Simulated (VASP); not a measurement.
Runs of VASP 6.6.1 on MgCd3O. The structure is that of space group Pm-3m (No. 221), or close to it. The cells are those of the table. The cell was generated, and may not be a known phase.

```csv
task,spin,cell,k mesh,gap on the mesh (eV),pressure (GPa),moment (μB),relaxed volume (Å³/atom)
single point,off,"a = 4.702 Å, 5 atoms",8 × 8 × 8,none,0.3,-,-
single point,off,"a = 4.413 Å, 5 atoms",4 × 4 × 4,none,17.3,-,-
relaxation of cell and atoms,off,"relaxed from a = 4.691 Å, 5 atoms",8 × 8 × 8,none,0.0,-,20.90
single point,"collinear, ferromagnetic start","a = 4.691 Å, 5 atoms",4 × 4 × 4,none,0.3,0.00,-
single point,off,"a = 4.691 Å, 5 atoms",4 × 4 × 4,none,0.3,-,-
single point,"collinear, ferromagnetic start","a = 4.413 Å, 5 atoms",4 × 4 × 4,none,17.3,0.00,-
relaxation of cell and atoms,off,"relaxed from a = 4.413 Å, 5 atoms",4 × 4 × 4,none,0.2,-,(a)
```

Alike in all rows: level PBE; potentials or basis VASP PAW PBE potentials, release 64 (Mg, Cd, O); cutoff (eV) 600; smearing gaussian 0.1 eV.

Question: Estimate the missing entries.

Answer: (a) 20.74.

Caveats: the cell stands under pressure (at least some runs); the volume moved by over 15 % at a fixed basis, so the end points are rough (at least some runs).

A k mesh can miss the band edges, and the runs leave out spin-orbit coupling on Cd.

A gap of «none» marks levels without a gap at the run's occupations.
